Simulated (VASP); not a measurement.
Runs of VASP 6.6.1 on CdS. The structure is that of space group P6_3mc (No. 186), or close to it. The cells are those of the table. 

```tsv
task	cell	cutoff (eV)	smearing	gap on the mesh (eV)	pressure (GPa)
single point	a = 4.197, b = 4.197, c = 6.828 Å, angles 90.0, 90.0, 120.0°, 4 atoms	520	gaussian 0.05 eV	1.11	0.3
relaxation of shape and atoms at fixed volume	relaxed from a = 4.169, b = 4.169, c = 6.782 Å, angles 90.0, 90.0, 120.0°, 4 atoms	600	gaussian 0.05 eV	1.16	1.4
single point	a = 4.169, b = 4.169, c = 6.782 Å, angles 90.0, 90.0, 120.0°, 4 atoms	520	gaussian 0.05 eV	1.16	1.4
single point	a = 4.197, b = 4.197, c = 6.828 Å, angles 90.0, 90.0, 120.0°, 4 atoms	520	fermi-dirac 0.01 eV	1.11	0.3
single point	a = 4.197, b = 4.197, c = 6.828 Å, angles 90.0, 90.0, 120.0°, 4 atoms	520	methfessel-paxton 0.01 eV	1.11	0.3
single point	a = 4.197, b = 4.197, c = 6.828 Å, angles 90.0, 90.0, 120.0°, 4 atoms	520	gaussian 0.1 eV	1.11	0.3
single point	a = 4.140, b = 4.140, c = 6.736 Å, angles 90.0, 90.0, 120.0°, 4 atoms	520	gaussian 0.05 eV	1.21	(a)
relaxation of cell and atoms	relaxed from a = 4.149, b = 4.149, c = 6.771 Å, angles 90.0, 90.0, 120.0°, 4 atoms	600	gaussian 0.05 eV	1.10	0.0
```

Alike in all rows: level PBE; potentials or basis VASP PAW PBE potentials, release 64 (Cd, S); no spin polarisation; k mesh 10 × 10 × 6.

Task: Estimate the missing entries.

Result: (a) 2.7.

Caveats: the relaxation stopped at its first step, so nothing moved (some runs).

A k mesh can miss the band edges, and the runs leave out spin-orbit coupling on Cd.
